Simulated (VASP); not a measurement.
Here is a VASP 6.6.1 calculation.

The input INCAR:

```
ALGO = Fast ; EDIFF = 1E-7
ENCUT = 520 ; ISIF = 2
ISMEAR = 0 ; LASPH = True
LCHARG = True ; LELF = True
LREAL = False ; LVHAR = True
LWAVE = False ; NBANDS = 18
NELM = 80 ; PREC = Accurate
SIGMA = 0.15
```

KPOINTS

```
k-points
0
Gamma
  20 20 20
```

File POSCAR:

```
CaZn
1.0
    0.0000000000      2.9693653038      2.9693653038
    2.9693653038      0.0000000000      2.9693653038
    2.9693653038      2.9693653038      0.0000000000
Ca Zn
1 1
Direct
    0.0000000000      0.0000000000      0.0000000000
    0.5000000000      0.5000000000      0.5000000000
```

Potentials or basis: VASP PAW LDA potentials, release 64 (Ca_sv, Zn).

The run is started by

```sh
$ cat potpaw_LDA.64/Ca_sv/POTCAR potpaw_LDA.64/Zn/POTCAR > POTCAR
$ mpirun -np 1 vasp_std > vasp.out
```

Task: What does it give for the band gap on the k mesh?

Result: Zero (bands 11 and 12 overlap by 3.16 eV).

Task: Predict the pressure.

Result: 0.1 GPa.
